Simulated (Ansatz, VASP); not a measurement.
# CuO: VASP and Ansatz over several settings

```
CELL_PARAMETERS angstrom
2.38778 -1.74486 0.00000
2.38778 1.74486 0.00000
-0.86670 0.00000 5.15707
ATOMIC_POSITIONS crystal
Cu 0.50000 0.00000 0.50000
Cu 0.00000 0.50000 0.00000
O 0.41840 0.58160 0.75000
O 0.58160 0.41840 0.25000
```

Single points on this cell with VASP 6.6.1 and Ansatz 0.2.0. Each row is one pair of runs. Alike in all rows: spin: off; k mesh: 10 × 10 × 5; smearing: fermi-dirac, width 0.05 eV; Ansatz's potentials, cutoff: Ansatz PAW, 420 eV.

| level | VASP's potentials, cutoff | gap on the k mesh at the Fermi level (eV), VASP | gap on the k mesh at the Fermi level (eV), Ansatz | pressure (GPa), VASP | pressure (GPa), Ansatz | rms of the force components (eV/Å), VASP | rms of the force components (eV/Å), Ansatz |
| --- | --- | --- | --- | --- | --- | --- | --- |
| BLYP+D3(BJ) | VASP PAW PBE potentials, release 64 (Cu, O), 520 eV | none | none | -5.7 | -6.4 | 0.144 | 0.162 |
| revPBE+D3(BJ) | VASP PAW PBE potentials, release 64 (Cu, O), 520 eV | none | none | -7.3 | -8.0 | 0.140 | 0.155 |
| PBEsol+D4 | VASP PAW PBE potentials, release 64 (Cu_sv_GW, O), 820 eV | ? | none | ? | -13.8 | ? | 0.211 |
| PBE+D3(BJ) | VASP PAW PBE potentials, release 64 (Cu_sv_GW, O), 820 eV | none | none | -8.8 | -7.9 | 0.172 | 0.175 |

Problem. Fill in what VASP gave in row 3.

Solution. gap on the k mesh at the Fermi level (eV): none; pressure (GPa): -14.5; rms of the force components (eV/Å): 0.209.

VASP's potentials hold 34 valence electrons a cell and Ansatz's 50 in some rows, so a difference there can come from the potentials and not from the codes.

A gap of «none» marks a metal or a gap that the smearing closes.
